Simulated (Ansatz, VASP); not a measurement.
# Two plane-wave programs on CdO

Contents of POSCAR:

```
CdO
1.0
    0.0000000000      2.3530040406      2.3530040406
    2.3530040406      0.0000000000      2.3530040406
    2.3530040406      2.3530040406      0.0000000000
Cd O
1 1
Direct
    0.0000000000      0.0000000000      0.0000000000
    0.5000000000      0.5000000000      0.5000000000
```

The input INCAR.step1:

```
PREC = Accurate ; ENCUT = 770
ISMEAR = -1 ; SIGMA = 0.02
LREAL = False ; LASPH = True
NELM = 120 ; NBANDS = 20
GGA = PE ; ALGO = Normal
EDIFF = 1E-5 ; LWAVE = True
LCHARG = False ; GGA_COMPAT = False
```

INCAR.step2

```
PREC = Accurate ; ENCUT = 770
EDIFF = 1E-6 ; ISMEAR = -1
SIGMA = 0.02 ; LREAL = False
LASPH = True ; NELM = 120
ALGO = Normal ; ISIF = 2
LWAVE = False ; LCHARG = False
METAGGA = R2SCAN ; LMIXTAU = True
NBANDS = 20 ; ISTART = 1
GGA_COMPAT = False
```

KPOINTS

```
regular mesh
0
Gamma
  8 8 8
```

Input for Ansatz:

```yaml
crystal:
  lattice:
    - [0.0, 2.3530040406, 2.3530040406]
    - [2.3530040406, 0.0, 2.3530040406]
    - [2.3530040406, 2.3530040406, 0.0]
  atoms:
    - { symbol: Cd, position: [0.0, 0.0, 0.0] }
    - { symbol: O, position: [0.5, 0.5, 0.5] }
kpoints:
  mp_grid: { grid: [8, 8, 8] }
hamiltonian:
  xc: r2scan
scf:
  occupations: { method: fermi_dirac, width: 0.02 }
  n_extra_bands: 4
output:
  forces: true
  stress: true
  eigenvalues: true
```

Alike in both runs: task single point; functional r2SCAN; k mesh 8 × 8 × 8; occupations fermi-dirac, width 0.02 eV; no spin polarisation.

```csv
,VASP,Ansatz
version,VASP 6.6.1,Ansatz 0.2.0
potentials or method,"VASP PAW PBE potentials, release 64 (Cd_sv_GW, O)","plane waves, PAW"
plane-wave cutoff (eV),770,500
valence electrons in the cell,26,26
```

```tsv
	VASP	Ansatz	Ansatz less VASP
pressure (GPa)	-0.4	0.0	+0.39
```

VASP's potentials were made for PBE, not for r2SCAN.
